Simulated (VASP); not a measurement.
Wanted: the native input for a VASP 6.6.1 run.

```
Task                   : single point
Functional             : PBE
Potentials or basis    : VASP PAW PBE potentials, release 64 (Ni, O)
Cutoff                 : 520 eV
k mesh                 : 11 × 11 × 11
Occupations            : gaussian, width 0.012 eV
Spin                   : collinear spin, ferromagnetic start
Starting moments       : [1.0, 0.0] μB
Dipole correction      : no
Further INCAR settings : ALGO = Normal; EDIFF = 1e-06; NBANDS = 19
```

The structure of NiO lies in POSCAR:

```
NiO
1.0
    0.0000000000      2.0859016414      2.0859016414
    2.0859016414      0.0000000000      2.0859016414
    2.0859016414      2.0859016414      0.0000000000
Ni O
1 1
Direct
    0.0000000000      0.0000000000      0.0000000000
    0.5000000000      0.5000000000      0.5000000000
```

The input as run:

INCAR

```
SYSTEM = NiO
ALGO     = Normal         ! electronic algorithm
EDIFF    = 1E-6           ! SCF threshold, eV
ENCUT    = 520            ! plane-wave cutoff, eV
GGA      = PE             ! functional
ISIF     = 2              ! what is computed and relaxed
ISMEAR   = 0              ! smearing method
ISPIN    = 2              ! spin polarisation
LASPH    = .True.         ! aspherical terms in the spheres
LCHARG   = .False.        ! write CHGCAR
LMAXMIX  = 4              ! l up to which the mixer works
LORBIT   = 11             ! projections on sites
LREAL    = .False.        ! projectors in reciprocal space
LWAVE    = .False.        ! write WAVECAR
MAGMOM   = 1 0            ! initial moments
NBANDS   = 19             ! bands
NELM     = 150            ! most SCF steps
PREC     = Accurate       ! precision mode
SIGMA    = 0.012          ! smearing width, eV
```

KPOINTS

```
k-points
0
Gamma
  11 11 11
  0 0 0
```

Potentials or basis: VASP PAW PBE potentials, release 64 (Ni, O).

Launch:

```bash
$ cat potpaw_PBE.64/Ni/POTCAR potpaw_PBE.64/O/POTCAR > POTCAR
$ mpirun -np 1 vasp_std > vasp.out
```

Results of the run:

* Pressure: 6.1 GPa
* Net moment: 1.78 μB per cell
* Site moments: Ni +1.46; O +0.28 μB
* Valence electrons inside the program's atomic spheres: Ni 8.99; O 4.98

Caveat: a cell with one magnetic atom can't hold antiferromagnetic order, which such compounds often take.

It took 19 s on 1 thread of Intel(R) Xeon(R) 6975P-C (Granite Rapids), with other jobs on the host, peak memory 0.17 GiB.
